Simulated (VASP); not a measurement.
A run of VASP 6.6.1 is set up as follows.

File INCAR:

```
SYSTEM = AlNi3
PREC     = Accurate       ! precision mode
ENCUT    = 600            ! plane-wave cutoff, eV
EDIFF    = 1E-7           ! SCF threshold, eV
ISMEAR   = 0              ! smearing method
SIGMA    = 0.1            ! smearing width, eV
LREAL    = .FALSE.        ! projectors in reciprocal space
LASPH    = .TRUE.         ! aspherical terms in the spheres
NELM     = 100            ! most SCF steps
ALGO     = Fast           ! electronic algorithm
ISIF     = 3              ! what is computed and relaxed
LWAVE    = .FALSE.        ! write WAVECAR
LCHARG   = .FALSE.        ! write CHGCAR
GGA      = PE             ! functional
IBRION   = 2              ! ionic algorithm
NSW      = 100            ! ionic steps
EDIFFG   = -0.005         ! ionic threshold
```

File KPOINTS:

```
regular mesh
0
G
  14 14 14
  0 0 0
```

Contents of POSCAR:

```
AlNi3
1.0
    0.0000000000      2.8018887551      2.8018887551
    2.8018887551      0.0000000000      2.8018887551
    2.8018887551      2.8018887551      0.0000000000
Al Ni
1 3
Direct
    0.5000000000      0.5000000000      0.5000000000
    0.2500000000      0.2500000000      0.2500000000
    0.0000000000      0.0000000000      0.0000000000
    0.7500000000      0.7500000000      0.7500000000
```

Potentials or basis: VASP PAW PBE potentials, release 64 (Al, Ni).

Launch:

```bash
$ cat potpaw_PBE.64/Al/POTCAR potpaw_PBE.64/Ni/POTCAR > POTCAR
$ mpirun -np 1 vasp_std > vasp.out
```

Task: Predict the relaxed cell.

Result: a = 4.010 Å, b = 4.010 Å, c = 4.010 Å, α = 60.00°, β = 60.00°, γ = 60.00°.

Task: What does it give for the relaxed volume?

Result: 11.40 Å³/atom.

Task: What does it give for the space group after relaxing (to 0.1 Å)?

Result: Fm-3m (No. 225).

Task: What does it give for the band gap on the k mesh?

Result: Zero (an odd number of electrons rules out a gap without spin polarisation).

The path:
```
step  energy change (eV)  largest force (eV/Å)  pressure (GPa)  volume (Å³)
   1              0.0000                0.0000            6.97        43.99
   2             -0.0078                0.0000           -5.36        47.11
   3             -0.0338                0.0000            0.00        45.61
```

Spin polarisation is off, so any magnetic state and its effect on volume and gap are missing.
